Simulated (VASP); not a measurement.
# PtS2 in VASP: further runs

Runs on PtS2. Level: PBE+D3(BJ). Tasks: single point.

All numbers are computed with VASP 6.6.1; they aren't measurements. Logs are shortened: lines on timing, memory, paths and dates and some standing lists are left out, and cuts for length are marked.

### Step 1. The cell of the first run

The cell holds a slab with vacuum, 6 atoms: a = 3.542 Å, b = 3.542 Å, c = 22.467 Å, α = 90.00°, β = 90.00°, γ = 120.00°.

### Step 2. Single point, PBE+D3(BJ)

Input file INCAR:

```
ALGO = Normal
DIPOL = 0.5 0.5 0.376
EDIFF = 1E-6
ENCUT = 520
GGA = PE
IDIPOL = 3
ISIF = 2
ISMEAR = 0
IVDW = 12
LASPH = True
LCHARG = True
LDIPOL = True
LELF = True
LREAL = False
LVACPOTAV = True
LVHAR = True
LWAVE = False
NBANDS = 31
NELM = 80
PREC = Accurate
SIGMA = 0.05
```

Input file KPOINTS:

```
k-points
0
Gamma
  9 9 1
```

Input file POSCAR:

```
PtS2
1.0
    3.5415278079      0.0000000000      0.0000000000
   -1.7707639039      3.0670530498      0.0000000000
    0.0000000000      0.0000000000     22.4670615492
S Pt
4 2
Direct
    0.6666666667      0.3333333333      0.2002932155
    0.3333333333      0.6666666667      0.3108341854
    0.3333333333      0.6666666667      0.4416924195
    0.0000000000      1.0000000000      0.5522333894
    0.0000000000      0.0000000000      0.2555637004
   -0.3333333333      0.3333333333      0.4969629044
```

Potentials or basis: VASP PAW PBE potentials, release 64 (S, Pt).

Run with:

```bash
cat potpaw_PBE.64/S/POTCAR potpaw_PBE.64/Pt/POTCAR > POTCAR
mpirun -np 1 vasp_std > vasp.out
```

OUTCAR:

```text
EDIFF = 1E-6
   ENCUT = 520
   GGA = PE
   ISIF = 2
   ISMEAR = 0
   IVDW = 12
   LASPH = True
   LREAL = False
   NELM = 80
   PREC = Accurate
 IVDW          = 12

 ion  position               nearest neighbor table
   1  0.667  0.333  0.200-   5 2.39   5 2.39   5 2.39
   2  0.333  0.667  0.311-   5 2.39   5 2.39   5 2.39
   3  0.333  0.667  0.442-   6 2.39   6 2.39   6 2.39
   4  0.000  0.000  0.552-   6 2.39   6 2.39   6 2.39
   5  0.000  0.000  0.256-   1 2.39   1 2.39   1 2.39   2 2.39   2 2.39   2 2.39
   6  0.667  0.333  0.497-   3 2.39   3 2.39   3 2.39   4 2.39   4 2.39   4 2.39

  LATTYP: Found a hexagonal cell.
 ALAT       =     3.5415278079
 C/A-ratio  =     6.3438896340

  Lattice vectors:

 A1 = (   3.5415278079,   0.0000000000,   0.0000000000)
 A2 = (  -1.7707639039,   3.0670530498,   0.0000000000)
 A3 = (   0.0000000000,   0.0000000000,  22.4670615492)

Analysis of symmetry for initial positions (statically):
=====================================================================
 Subroutine PRICEL returns:
 Original cell was already a primitive cell.

 Routine SETGRP: Setting up the symmetry group for a
 hexagonal supercell.

 Subroutine GETGRP returns: Found 12 space group operations
 (whereof  6 operations were pure point group operations)
 out of a pool of 24 trial point group operations.

The static configuration has the point symmetry C_3v.
 The point group associated with its full space group is D_3d.

Analysis of symmetry for dynamics (positions and initial velocities):
=====================================================================
 Subroutine PRICEL returns:
 Original cell was already a primitive cell.

 Routine SETGRP: Setting up the symmetry group for a
 hexagonal supercell.

 Subroutine GETGRP returns: Found 12 space group operations
 (whereof  6 operations were pure point group operations)
 out of a pool of 24 trial point group operations.

The dynamic configuration has the point symmetry C_3v.
 The point group associated with its full space group is D_3d.

 Subroutine INISYM returns: Found 12 space group operations
 (whereof  6 operations are pure point group operations),
 and found     1 'primitive' translations

----------------------------------------------------------------------------------------

                                     Primitive cell

  volume of cell :     244.0384

  direct lattice vectors                    reciprocal lattice vectors
     3.541527808  0.000000000  0.000000000     0.282364012  0.163022938  0.000000000
    -1.770763904  3.067053050  0.000000000     0.000000000  0.326045877  0.000000000
     0.000000000  0.000000000 22.467061549     0.000000000  0.000000000  0.044509603

  length of vectors
     3.541527808  3.541527808 22.467061549     0.326045877  0.326045877  0.044509603

  position of ions in fractional coordinates (direct lattice)
     0.666666667  0.333333333  0.200293215
     0.333333333  0.666666667  0.310834185
     0.333333333  0.666666667  0.441692420
     0.000000000  0.000000000  0.552233389
     0.000000000  0.000000000  0.255563700
     0.666666667  0.333333333  0.496962904

  ion indices of the primitive-cell ions
   primitive index   ion index
                 1           1
                 2           2
                 3           3
                 4           4
                 5           5
                 6           6

----------------------------------------------------------------------------------------

 KPOINTS: k-points

Automatic generation of k-mesh.
 Grid dimensions read from file:
 generate k-points for:    9    9    1

 Generating k-lattice:

  Cartesian coordinates                     Fractional coordinates (reciprocal lattice)
     0.031373779  0.018113660  0.000000000     0.111111111 -0.000000000  0.000000000
     0.000000000  0.036227320  0.000000000     0.000000000  0.111111111  0.000000000
     0.000000000  0.000000000  0.044509603     0.000000000  0.000000000  1.000000000

  Length of vectors
     0.036227320  0.036227320  0.044509603

  Shift w.r.t. Gamma in fractional coordinates (k-lattice)
     0.000000000  0.000000000  0.000000000

 Subroutine IBZKPT returns following result:
 ===========================================

 Found     12 irreducible k-points:

 Following reciprocal coordinates:
            Coordinates               Weight
  0.000000  0.000000  0.000000      1.000000
  0.111111 -0.000000  0.000000      6.000000
  0.222222  0.000000  0.000000      6.000000
  0.333333 -0.000000  0.000000      6.000000
  0.444444  0.000000  0.000000      6.000000
  0.111111  0.111111  0.000000      6.000000
  0.222222  0.111111  0.000000     12.000000
  0.333333  0.111111  0.000000     12.000000
  0.444444  0.111111  0.000000      6.000000
  0.222222  0.222222  0.000000      6.000000
  0.333333  0.222222  0.000000     12.000000
  0.333333  0.333333  0.000000      2.000000
[... 101 lines left out ...]
      6      -6.2256      2.00000
[... 23 lines left out ...]
     30       5.9757      0.00000
     31       6.6891      0.00000

 k-point     4 :       0.3333   -0.0000    0.0000
  band No.  band energies     occupation
      1     -13.8699      2.00000
      2     -13.6717      2.00000
      3     -13.0040      2.00000
      4     -12.7916      2.00000
      5      -6.5776      2.00000
      6      -6.4621      2.00000
[... 23 lines left out ...]
     30       6.6846      0.00000
     31       6.8793      0.00000

 k-point     5 :       0.4444    0.0000    0.0000
  band No.  band energies     occupation
      1     -13.4818      2.00000
      2     -13.2558      2.00000
      3     -12.9818      2.00000
      4     -12.8095      2.00000
      5      -7.1531      2.00000
      6      -7.1172      2.00000
[... 23 lines left out ...]
     30       6.3739      0.00000
     31       7.4921      0.00000

 k-point     6 :       0.1111    0.1111    0.0000
  band No.  band energies     occupation
      1     -14.5534      2.00000
      2     -14.3816      2.00000
      3     -12.9398      2.00000
      4     -12.6612      2.00000
      5      -6.4937      2.00000
      6      -6.2503      2.00000
[... 23 lines left out ...]
     30       6.5333      0.00000
     31       6.5773      0.00000

 k-point     7 :       0.2222    0.1111    0.0000
  band No.  band energies     occupation
      1     -14.0599      2.00000
      2     -13.8705      2.00000
      3     -12.9933      2.00000
      4     -12.7636      2.00000
      5      -6.3972      2.00000
      6      -6.1445      2.00000
[... 23 lines left out ...]
     30       6.3806      0.00000
     31       7.2456      0.00000

 k-point     8 :       0.3333    0.1111    0.0000
  band No.  band energies     occupation
      1     -13.5658      2.00000
      2     -13.3450      2.00000
      3     -13.0104      2.00000
      4     -12.8309      2.00000
      5      -6.7609      2.00000
      6      -6.7211      2.00000
[... 23 lines left out ...]
     30       6.9982      0.00000
     31       7.2948      0.00000

 k-point     9 :       0.4444    0.1111    0.0000
  band No.  band energies     occupation
      1     -13.3835      2.00000
      2     -13.1433      2.00000
      3     -12.9671      2.00000
      4     -12.8112      2.00000
      5      -7.1259      2.00000
      6      -7.0788      2.00000
[... 23 lines left out ...]
     30       6.7120      0.00000
     31       7.8252      0.00000

 k-point    10 :       0.2222    0.2222    0.0000
  band No.  band energies     occupation
      1     -13.5998      2.00000
      2     -13.3803      2.00000
      3     -13.0231      2.00000
      4     -12.8415      2.00000
      5      -6.3882      2.00000
      6      -6.2800      2.00000
[... 23 lines left out ...]
     30       7.0335      0.00000
     31       7.5595      0.00000

 k-point    11 :       0.3333    0.2222    0.0000
  band No.  band energies     occupation
      1     -13.3084      2.00000
      2     -13.0381      2.00000
      3     -12.9798      2.00000
      4     -12.8558      2.00000
      5      -6.6960      2.00000
      6      -6.6099      2.00000
[... 23 lines left out ...]
     30       7.6973      0.00000
     31       7.7346      0.00000

 k-point    12 :       0.3333    0.3333    0.0000
  band No.  band energies     occupation
      1     -13.2313      2.00000
      2     -12.9358      2.00000
      3     -12.9357      2.00000
      4     -12.8384      2.00000
      5      -6.2515      2.00000
      6      -6.2515      2.00000
[... 23 lines left out ...]
     30       7.8868      0.00000
     31       8.0369      0.00000

------------------------ aborting loop because EDIFF is reached ----------------------------------------

 Edisp (eV)   -1.98410

 E8    (eV) :    -0.8215

  FORCE on cell =-STRESS in cart. coord.  units (eV):
  Direction    XX          YY          ZZ          XY          YZ          ZX
  --------------------------------------------------------------------------------------
  -------------------------------------------------------------------------------------
  Total      -0.10534    -0.10534     1.58083    -0.00000    -0.00000     0.00000
  in kB      -0.69160    -0.69160    10.37855    -0.00000    -0.00000     0.00000
  external pressure =        3.00 kB  Pullay stress =        0.00 kB

 VOLUME and BASIS-vectors are now :
 -----------------------------------------------------------------------------
  energy-cutoff  :      520.00
  volume of cell :      244.04
      direct lattice vectors                 reciprocal lattice vectors
     3.541527808  0.000000000  0.000000000     0.282364012  0.163022938  0.000000000
    -1.770763904  3.067053050  0.000000000     0.000000000  0.326045877  0.000000000
     0.000000000  0.000000000 22.467061549     0.000000000  0.000000000  0.044509603

 POSITION                                       TOTAL-FORCE (eV/Angst)
 -----------------------------------------------------------------------------------
      1.77076      1.02235      4.50000         0.000000     -0.000000      0.036707
     -0.00000      2.04470      6.98353        -0.000000      0.000000     -0.542716
     -0.00000      2.04470      9.92353         0.000000     -0.000000      0.542716
      0.00000      0.00000     12.40706        -0.000000      0.000000     -0.036707
      0.00000      0.00000      5.74177         0.000000      0.000000     -0.063938
      1.77076      1.02235     11.16530        -0.000000     -0.000000      0.063938
 -----------------------------------------------------------------------------------
    total drift:                               -0.000000      0.000000     -0.000496

  FREE ENERGIE OF THE ION-ELECTRON SYSTEM (eV)
  ---------------------------------------------------
  free  energy   TOTEN  =       -32.6281892824 eV

  energy  without entropy=      -32.6281892824  energy(sigma->0) =      -32.62818928

 vacuum level on the upper side and lower side of the slab         5.510         5.510
```

Run time: 4.5 min. Hardware: 1 thread of Intel Xeon 8259CL, shared host; peak memory 0.37 GiB.

Results:

```
Free energy                : -32.6282 eV
Largest force              : 0.543 eV/Å
Band gap on the k mesh     : 0.81 eV (least direct gap 0.99 eV)
Dispersion energy per atom : -0.331 eV
```

Forces in eV/Å, atoms in the order of the input:
```
S    0.000  0.000  0.037
S    0.000  0.000 -0.543
S    0.000  0.000  0.543
S    0.000  0.000 -0.037
Pt   0.000  0.000 -0.064
Pt   0.000  0.000  0.064
```

Levels at points of the mesh, in eV from the valence-band top:
```
           k point  band 20  band 21  band 22  band 23  band 24  band 25
(0.00, 0.00, 0.00)    -0.98    -0.98    -0.43     2.29     2.29     2.55
```

Caveat: spin-orbit coupling is left out, which moves the levels of the heavy elements.

### Step 3. Single point, PBE+D3(BJ)

Input file INCAR:

```
PREC = Accurate
ENCUT = 520
EDIFF = 1E-7
ISMEAR = 0
SIGMA = 0.05
LREAL = F
LASPH = T
NELM = 100
ALGO = Normal
ISIF = 2
LWAVE = F
LCHARG = F
LDIPOL = T
IDIPOL = 3
DIPOL = 0.5 0.5 0.388
GGA = PE
IVDW = 12
NBANDS = 31
```

Input file KPOINTS:

```
regular mesh
0
Gamma
  9 9 1
```

Input file POSCAR:

```
PtS2
1.0
    3.5415278079      0.0000000000      0.0000000000
   -1.7707639039      3.0670530498      0.0000000000
    0.0000000000      0.0000000000     22.4670615492
S Pt
4 2
Direct
    0.6666666667      0.3333333333      0.2002932155
    0.3333333333      0.6666666667      0.3108341854
    0.3333333333      0.6666666667      0.4648374133
    0.0000000000      1.0000000000      0.5753783832
    0.0000000000      0.0000000000      0.2555637004
   -0.3333333333      0.3333333333      0.5201078982
```

Potentials or basis: VASP PAW PBE potentials, release 64 (S, Pt).

Run with:

```bash
cat potpaw_PBE.64/S/POTCAR potpaw_PBE.64/Pt/POTCAR > POTCAR
mpirun -np 1 vasp_std > vasp.out
```

Run time: 5.1 min. Hardware: 1 thread of Intel Xeon 8259CL, shared host; peak memory 0.39 GiB.

The run converged. Its results:

```
Free energy                : -32.7464 eV
Largest force              : 0.087 eV/Å
Band gap on the k mesh     : 1.35 eV (least direct gap 1.46 eV)
Dispersion energy per atom : -0.314 eV
```

Forces on the atoms (eV/Å):
```
S    0.000  0.000  0.043
S    0.000  0.000 -0.087
S    0.000  0.000  0.087
S    0.000  0.000 -0.043
Pt   0.000  0.000  0.029
Pt   0.000  0.000 -0.029
```

Levels at points of the mesh, in eV from the valence-band top:
```csv
k point,band 20,band 21,band 22,band 23,band 24,band 25
"(0.00, 0.00, 0.00)",-0.55,-0.55,-0.50,2.86,2.86,2.95
```

Caveat: spin-orbit coupling is left out, which moves the levels of the heavy elements.

### Step 4. Single point, PBE+D3(BJ)

Input file INCAR:

```
PREC     = Accurate       # precision mode
ENCUT    = 520            # plane-wave cutoff, eV
EDIFF    = 1E-7           # SCF threshold, eV
ISMEAR   = 0              # smearing method
SIGMA    = 0.05           # smearing width, eV
LREAL    = False          # projectors in reciprocal space
LASPH    = True           # aspherical terms in the spheres
NELM     = 60             # most SCF steps
ALGO     = Normal         # electronic algorithm
ISIF     = 2              # what is computed and relaxed
LWAVE    = False          # write WAVECAR
LCHARG   = False          # write CHGCAR
LDIPOL   = True         
IDIPOL   = 3            
DIPOL    = 0.5 0.5 0.403
GGA      = PE             # functional
IVDW     = 12             # dispersion correction
NBANDS   = 31             # bands
```

Input file KPOINTS:

```
Automatic mesh
0
Gamma
  9 9 1
```

Input file POSCAR:

```
PtS2
1.0
    3.5415278079      0.0000000000      0.0000000000
   -1.7707639039      3.0670530498      0.0000000000
    0.0000000000      0.0000000000     22.4670615492
S Pt
4 2
Direct
    0.6666666667      0.3333333333      0.2002932155
    0.3333333333      0.6666666667      0.3108341854
    0.3333333333      0.6666666667      0.4951039436
    0.0000000000      1.0000000000      0.6056449135
    0.0000000000      0.0000000000      0.2555637004
   -0.3333333333      0.3333333333      0.5503744286
```

Run with:

```bash
cat potpaw_PBE.64/S/POTCAR potpaw_PBE.64/Pt/POTCAR > POTCAR
mpirun -np 1 vasp_std > vasp.out
```

Wall time 4.2 min (1 thread of Intel Xeon 8259CL, shared host); peak memory 0.37 GiB.

Results (log left out):

| Property | Result |
| --- | --- |
| Free energy | -32.7067 eV |
| Largest force | 0.044 eV/Å |
| Band gap on the k mesh | 1.66 eV (least direct gap 1.74 eV) |
| Dispersion energy per atom | -0.300 eV |

Forces in eV/Å, atoms in the order of the input:
```
S    0.000  0.000  0.044
S    0.000  0.000  0.007
S    0.000  0.000 -0.007
S    0.000  0.000 -0.044
Pt   0.000  0.000  0.033
Pt   0.000  0.000 -0.033
```

Levels at points of the mesh, in eV from the valence-band top:
```csv
k point,band 18,band 19,band 20,band 21,band 22,band 23,band 24,band 25,band 26,band 27
"(0.00, 0.00, 0.00)",-0.56,-0.32,-0.32,-0.31,-0.31,3.15,3.15,3.17,3.17,5.34
```

Caveat: spin-orbit coupling is left out, which moves the levels of the heavy elements.

### Step 5. Single point, PBE+D3(BJ)

Input file INCAR:

```
SYSTEM = PtS2
ALGO     = Normal         ! electronic algorithm
DIPOL    = 0.5 0.5 0.382
EDIFF    = 1E-6           ! SCF threshold, eV
ENCUT    = 520            ! plane-wave cutoff, eV
GGA      = PE             ! functional
IDIPOL   = 3            
ISIF     = 2              ! what is computed and relaxed
ISMEAR   = 0              ! smearing method
IVDW     = 12             ! dispersion correction
LASPH    = .TRUE.         ! aspherical terms in the spheres
LCHARG   = .TRUE.         ! write CHGCAR
LDIPOL   = .TRUE.       
LELF     = .TRUE.         ! ELF
LREAL    = .FALSE.        ! projectors in reciprocal space
LVACPOTAV= .TRUE.       
LVHAR    = .TRUE.       
LWAVE    = .FALSE.        ! write WAVECAR
NBANDS   = 31             ! bands
NELM     = 100            ! most SCF steps
PREC     = Accurate       ! precision mode
SIGMA    = 0.05           ! smearing width, eV
```

Input file KPOINTS:

```
k-points
0
G
  9 9 1
  0 0 0
```

Input file POSCAR:

```
PtS2
1.0
    3.5415278079      0.0000000000      0.0000000000
   -1.7707639039      3.0670530498      0.0000000000
    0.0000000000      0.0000000000     22.4670615492
S Pt
4 2
Direct
    0.6666666667      0.3333333333      0.2002932155
    0.3333333333      0.6666666667      0.3108341854
    0.3333333333      0.6666666667      0.4537100124
    0.0000000000      1.0000000000      0.5642509823
    0.0000000000      0.0000000000      0.2555637004
   -0.3333333333      0.3333333333      0.5089804974
```

Run with:

```bash
cat potpaw_PBE.64/S/POTCAR potpaw_PBE.64/Pt/POTCAR > POTCAR
mpirun -np 1 vasp_std > vasp.out
```

Run time: 3.4 min. Hardware: 1 thread of Intel Xeon 8259CL, shared host; peak memory 0.39 GiB.

It converged, with:

| Item | Value |
| --- | --- |
| Free energy | -32.7241 eV |
| Largest force | 0.230 eV/Å |
| Band gap on the k mesh | 1.14 eV (least direct gap 1.28 eV) |
| Dispersion energy per atom | -0.322 eV |

Forces on the atoms (eV/Å):
```
S    0.000  0.000  0.041
S    0.000  0.000 -0.230
S    0.000  0.000  0.230
S    0.000  0.000 -0.041
Pt   0.000  0.000  0.004
Pt   0.000  0.000 -0.004
```

Levels at points of the mesh, in eV from the valence-band top:
| k point | band 19 | band 20 | band 21 | band 22 | band 23 | band 24 | band 25 | band 26 |
| --- | --- | --- | --- | --- | --- | --- | --- | --- |
| (0.00, 0.00, 0.00) | -0.81 | -0.72 | -0.72 | -0.47 | 2.64 | 2.64 | 2.79 | 2.79 |

Caveat: spin-orbit coupling is left out, which moves the levels of the heavy elements.

### Step 6. Overview

```csv
cell,gap on the mesh (eV),largest force (eV/Å)
"as given, atomic positions A",0.81,0.54
"as given, atomic positions B",1.35,0.09
"as given, atomic positions C",1.66,0.04
"as given, atomic positions D",1.14,0.23
```

Alike in all rows: task single point; level PBE+D3(BJ); potentials or basis VASP PAW PBE potentials, release 64 (S, Pt); no spin polarisation; k mesh 9 × 9 × 1; cutoff (eV) 520; smearing gaussian 0.05 eV.

Caveats: spin-orbit coupling is left out, which moves the levels of the heavy elements.

Absolute energies hang on the potentials; compare differences alone.
